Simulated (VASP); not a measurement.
A run of VASP 6.6.1 is set up as follows.

Contents of INCAR:

```
PREC = Accurate
ENCUT = 520
EDIFF = 1E-7
ISMEAR = 0
SIGMA = 0.05
LREAL = False
LASPH = True
NELM = 150
ALGO = Normal
ISIF = 2
LWAVE = False
LCHARG = False
ISPIN = 2
MAGMOM = 2 -2 0 0 0 0
LORBIT = 11
LMAXMIX = 4
LDAU = True
LDAUTYPE = 1
LDAUL = 2 -1 -1
LDAUU = 5 0 0
LDAUJ = 0.7 0 0
LDAUPRINT = 1
GGA = CA
NBANDS = 39
```

The input KPOINTS:

```
Automatic mesh
0
Gamma
  6 5 3
```

POSCAR

```
VClO
1.0
    3.2999995500      0.0000000000      0.0000000000
    0.0000000000      3.7799994900      0.0000000000
    0.0000000000      0.0000000000      7.9099989300
V Cl O
2 2 2
Direct
    0.0000000000      0.5000000000      0.1148000000
    0.5000000000      0.0000000000      0.8852000000
    0.5000000000      0.5000000000      0.3279000000
    0.0000000000      0.0000000000      0.6721000000
    0.5000000000      0.5000000000      0.9542000000
    0.0000000000      0.0000000000      0.0458000000
```

Potentials or basis: VASP PAW LDA potentials, release 64 (V_sv, Cl, O).

Launch:

```console
$ cat potpaw_LDA.64/V_sv/POTCAR potpaw_LDA.64/Cl/POTCAR potpaw_LDA.64/O/POTCAR > POTCAR
$ mpirun -np 1 vasp_std > vasp.out
```

Question: Predict the site moments.

Answer: V +1.84, -1.84; Cl +0.00, -0.00; O +0.01, -0.01 μB.

Question: Predict the largest force.

Answer: 0.179 eV/Å.

Question: What does it give for the band gap on the k mesh?

Answer: 2.14 eV.

Question: What does it give for the pressure?

Answer: 0.8 GPa.

Stress tensor (GPa, compression positive):
```
0.99 0.00 0.00
0.00 1.22 0.00
0.00 0.00 0.26
```

Caveat: an odd mesh through Γ misses points on the zone boundary, where band edges can lie. The state reached can hang on the start; a lower one may exist.
